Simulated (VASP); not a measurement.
Wanted: the native input for a VASP 6.6.1 run.

```yaml
Task: single point
Functional: PBE
Potentials_or_basis: VASP PAW PBE potentials, release 64 (In_d, P)
Cutoff: 400 eV
k_mesh: 3 × 4 × 1
Occupations: gaussian, width 0.1 eV
Spin: no spin polarisation
Dipole_correction: yes
Further_INCAR_settings: ALGO = Normal; EDIFF = 1e-06; NBANDS = 86; NELMDL = -8
```

The structure of InP lies in POSCAR:

```
InP
1.0
    7.8351968580      0.0000000000      0.0000000000
    0.0000000000      5.5403208302      0.0000000000
    0.0000000000      0.0000000000     23.8763976435
In P
8 8
Direct
    0.2500000000      0.5000000000      0.3350589197
    0.7500000000      0.5000000000      0.3350589197
    0.5000000000      0.0000000000      0.4170980633
    0.0000000000      0.0000000000      0.4170980633
    0.7366538638      0.5041469100      0.5023777117
    0.2636287671      0.5036164566      0.5024172988
    0.0015645027     -0.0031158025      0.5798547445
    0.5008859612      0.0023525218      0.5765330874
    0.2500000000      0.0000000000      0.3350589197
    0.7500000000      0.0000000000      0.3350589197
    0.5000000000      0.5000000000      0.4170980633
    0.0000000000      0.5000000000      0.4170980633
    0.7598343738      0.0007718787      0.5046240652
    0.2428482903     -0.0000974450      0.5042838904
    0.0003137275      0.4524728385      0.5840511022
    0.5004074176      0.5022673622      0.5821084472
```

These files were run (other wordings do the same):

INCAR

```
SYSTEM = InP
ALGO     = Normal         ! electronic algorithm
DIPOL    = 0.5 0.5 0.459
EDIFF    = 1E-6           ! SCF threshold, eV
ENCUT    = 400            ! plane-wave cutoff, eV
GGA      = PE             ! functional
GGA_COMPAT= .FALSE.      
IDIPOL   = 3            
ISIF     = 2              ! what is computed and relaxed
ISMEAR   = 0              ! smearing method
LASPH    = .TRUE.         ! aspherical terms in the spheres
LCHARG   = .TRUE.         ! write CHGCAR
LDIPOL   = .TRUE.       
LELF     = .TRUE.         ! ELF
LREAL    = .FALSE.        ! projectors in reciprocal space
LVACPOTAV= .TRUE.       
LVHAR    = .TRUE.       
LWAVE    = .FALSE.        ! write WAVECAR
NBANDS   = 86             ! bands
NELM     = 120            ! most SCF steps
NELMDL   = -8           
PREC     = Accurate       ! precision mode
SIGMA    = 0.1            ! smearing width, eV
```

KPOINTS

```
k-points
0
G
  3 4 1
  0 0 0
```

Potentials or basis: VASP PAW PBE potentials, release 64 (In_d, P).

Launch:

```console
$ cat potpaw_PBE.64/In_d/POTCAR potpaw_PBE.64/P/POTCAR > POTCAR
$ mpirun -np 1 vasp_std > vasp.out
```

It gave:

The largest force is 1.501 eV/Å. The band gap on the k mesh is zero (bands 72 and 73 overlap by 0.83 eV).

Caveat: spin-orbit coupling is left out, which moves the levels of the heavy elements.

Wall time 11 min on 1 thread of AMD EPYC 9R45 96-Core Processor (Zen 5), with other jobs on the host, peak memory 0.79 GiB.
